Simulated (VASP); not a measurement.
Set up this calculation in VASP 6.6.1, as the native input.

* Task: density of states
* Functional: PBE
* Potentials or basis: VASP PAW PBE potentials, release 64 (Hg, Te)
* Cutoff: 520 eV
* k mesh: 11 × 11 × 11
* Occupations: fermi-dirac, width 0.05 eV
* Spin: no spin polarisation
* Dipole correction: no
* k mesh for the DOS: 17 × 17 × 17
* Occupations for the DOS: tetrahedron
* Further INCAR settings: ALGO = Normal; EDIFF = 1e-07

Crystal: HgTe (zincblende type).

```
CELL_PARAMETERS angstrom
0.00000 3.32586 3.32586
3.32586 0.00000 3.32586
3.32586 3.32586 0.00000
ATOMIC_POSITIONS crystal
Hg 0.00000 0.00000 0.00000
Te 0.25000 0.25000 0.25000
```

The input as run:

POSCAR

```
HgTe
1.0
    0.0000000000      3.3258648984      3.3258648984
    3.3258648984      0.0000000000      3.3258648984
    3.3258648984      3.3258648984      0.0000000000
Hg Te
1 1
Direct
    0.0000000000      0.0000000000      0.0000000000
    0.2500000000      0.2500000000      0.2500000000
```

INCAR.step1

```
SYSTEM = HgTe
ALGO = Normal
EDIFF = 1E-7
ENCUT = 520
GGA = PE
ISIF = 2
ISMEAR = -1
LASPH = .True.
LCHARG = .True.
LREAL = .False.
LWAVE = .False.
NBANDS = 16
NELM = 60
PREC = Accurate
SIGMA = 0.05
```

KPOINTS.step1

```
k-points
0
Gamma
  11 11 11
  0 0 0
```

INCAR.step2

```
SYSTEM = HgTe
ALGO = Normal
EDIFF = 1E-7
ENCUT = 520
GGA = PE
ICHARG = 11
ISIF = 2
ISMEAR = -5
LASPH = .True.
LCHARG = .False.
LORBIT = 10
LREAL = .False.
LWAVE = .False.
NEDOS = 1001
NELM = 60
PREC = Accurate
SIGMA = 0.05
```

KPOINTS.step2

```
k-points
0
Gamma
  17 17 17
  0 0 0
```

Potentials or basis: VASP PAW PBE potentials, release 64 (Hg, Te).

The run is started by

```sh
$ cat potpaw_PBE.64/Hg/POTCAR potpaw_PBE.64/Te/POTCAR > POTCAR
$ cp INCAR.step1 INCAR
$ cp KPOINTS.step1 KPOINTS
$ mpirun -np 1 vasp_std > vasp.out
$ cp INCAR.step2 INCAR
$ cp KPOINTS.step2 KPOINTS
$ mpirun -np 1 vasp_std > vasp.out
```

Results of the run:

| Property | Result |
| --- | --- |
| Valence electrons inside the program's atomic spheres | Hg 10.46; Te 3.34 |

Caveat: spin-orbit coupling is left out, which moves the levels of the heavy elements.

It took 110 s on 1 thread of Intel(R) Xeon(R) Platinum 8259CL CPU @ 2.50GHz (Skylake/Cascade Lake) (shared host), peak memory 0.33 GiB.
